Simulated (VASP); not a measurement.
A run of VASP 6.6.1 is set up as follows.

File POSCAR:

```
C
1.0
    2.4559134450      0.0000000000      0.0000000000
   -1.2279567225      2.1268834329      0.0000000000
    0.0000000000      0.0000000000      7.0106290262
C
4
Direct
    1.0000000000      1.0000000000      0.2500000000
    0.0000000000      0.0000000000      0.7500000000
    0.3333333333      0.6666666667      0.2500000000
    0.6666666667      0.3333333333      0.7500000000
```

Contents of INCAR.step1:

```
PREC     = Accurate       # precision mode
ENCUT    = 520            # plane-wave cutoff, eV
ISMEAR   = -1             # smearing method
SIGMA    = 0.05           # smearing width, eV
LREAL    = False          # projectors in reciprocal space
LASPH    = True           # aspherical terms in the spheres
NELM     = 60             # most SCF steps
NBANDS   = 16             # bands
GGA      = PE             # functional
ALGO     = Normal         # electronic algorithm
EDIFF    = 1E-4           # SCF threshold, eV
LWAVE    = True           # write WAVECAR
LCHARG   = False          # write CHGCAR
```

INCAR.step2

```
PREC     = Accurate       # precision mode
ENCUT    = 520            # plane-wave cutoff, eV
EDIFF    = 1E-6           # SCF threshold, eV
ISMEAR   = -1             # smearing method
SIGMA    = 0.05           # smearing width, eV
LREAL    = False          # projectors in reciprocal space
LASPH    = True           # aspherical terms in the spheres
NELM     = 60             # most SCF steps
ALGO     = Normal         # electronic algorithm
ISIF     = 2              # what is computed and relaxed
LWAVE    = False          # write WAVECAR
LCHARG   = False          # write CHGCAR
METAGGA  = R2SCAN         # meta-GGA
LMIXTAU  = True         
NBANDS   = 16             # bands
ISTART   = 1
```

KPOINTS

```
regular mesh
0
Gamma
  15 15 5
```

Potentials or basis: VASP PAW PBE potentials, release 64 (C).

Launch:

```sh
$ cat potpaw_PBE.64/C/POTCAR > POTCAR
$ cp INCAR.step1 INCAR
$ mpirun -np 1 vasp_std > vasp.out
$ cp INCAR.step2 INCAR
$ mpirun -np 1 vasp_std > vasp.out
```

**Question.** What does it give for the band gap on the k mesh?

**Answer.** Zero (band 8 reaches 4.31 eV, above the bottom of band 9 at 4.30 eV).

**Question.** Predict the pressure.

**Answer.** 0.7 GPa.

Stress tensor (GPa, compression positive):
```
 1.01  0.00  0.00
 0.00  1.01  0.00
 0.00  0.00 -0.01
```

Caveat: the PAW data sets were made with another functional, which shifts forces and pressure a little.
